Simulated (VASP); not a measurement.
A run of VASP 6.6.1 is set up as follows.

The input POSCAR:

```
Mg2SO
1.0
    1.6699627494      0.9641534429      5.4974881941
   -1.6699627494      0.9641534429      5.4974881941
    0.0000000000     -1.9283068857      5.4974881941
O S Mg
1 1 2
Direct
    1.0000000000      0.0000000000      0.0000000000
    0.5000000000      0.5000000000      0.5000000000
    0.2616612352      0.2616612352      0.2616612352
    0.7383387648      0.7383387648      0.7383387648
```

The input INCAR.step1:

```
PREC = Accurate ; ENCUT = 520
ISMEAR = 0 ; SIGMA = 0.01
LREAL = False ; LASPH = True
NELM = 60 ; NBANDS = 16
GGA = PE ; ALGO = Normal
EDIFF = 1E-4 ; LWAVE = True
LCHARG = False
```

File INCAR.step2:

```
PREC = Accurate ; ENCUT = 520
EDIFF = 1E-7 ; ISMEAR = 0
SIGMA = 0.01 ; LREAL = False
LASPH = True ; NELM = 60
ALGO = Normal ; ISIF = 2
LWAVE = False ; LCHARG = True
METAGGA = R2SCAN ; LMIXTAU = True
LELF = True ; LVHAR = True
NBANDS = 16 ; ISTART = 1
```

Contents of KPOINTS:

```
Automatic mesh
0
Gamma
  8 8 8
```

Potentials or basis: VASP PAW PBE potentials, release 64 (O, S, Mg).

The run is started by

```bash
$ cat potpaw_PBE.64/O/POTCAR potpaw_PBE.64/S/POTCAR potpaw_PBE.64/Mg/POTCAR > POTCAR
$ cp INCAR.step1 INCAR
$ mpirun -np 1 vasp_std > vasp.out
$ cp INCAR.step2 INCAR
$ mpirun -np 1 vasp_std > vasp.out
```

(1) Predict the largest force.

(2) Estimate the pressure.

(3) Estimate the band gap on the k mesh.

Answers

(1) 0.009 eV/Å.

(2) -0.7 GPa.

(3) 1.60 eV, direct.

Caveat: the PAW data sets were made with another functional, which shifts forces and pressure a little.
